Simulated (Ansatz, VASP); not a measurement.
YTl in VASP and in Ansatz

```
Y Tl
1.0
     3.71349    0.00000    0.00000
     0.00000    3.71349    0.00000
     0.00000    0.00000    3.75100
Y Tl
1 1
Direct
  0.50000 0.50000 0.50000
  0.00000 0.00000 0.00000
```

Change from the starting cell: equal xx and yy strain of -1 %, crystal datasets.

Alike in both runs: task electric field gradients; functional LDA; k mesh 11 × 11 × 11; occupations fermi-dirac, width 0.08 eV; no spin polarisation.

```csv
,VASP,Ansatz
version,VASP 6.6.1,Ansatz 0.2.0
potentials or method,"VASP PAW LDA potentials, release 64 (Y_sv, Tl_d), cutoff 520 eV","all-electron PAW with datasets made for the crystal, scalar-relativistic"
```

|  | VASP | Ansatz | Ansatz less VASP |
| --- | --- | --- | --- |
| pressure (GPa) | -1.7 | -1.8 | -0.07 |
| traceless stress, the component that is largest in VASP (GPa) | -0.10 | -0.09 | +0.002 |
| size of Vzz on the site where it differs most (V/Å²) | 0.6 | 0.8 | +0.19 |

LDA's correlation is that of Perdew and Zunger in VASP and of Perdew and Wang (1992) in Ansatz. Ansatz ran all-electron here, and VASP with PAW potentials.

Neither program's run includes spin-orbit coupling.
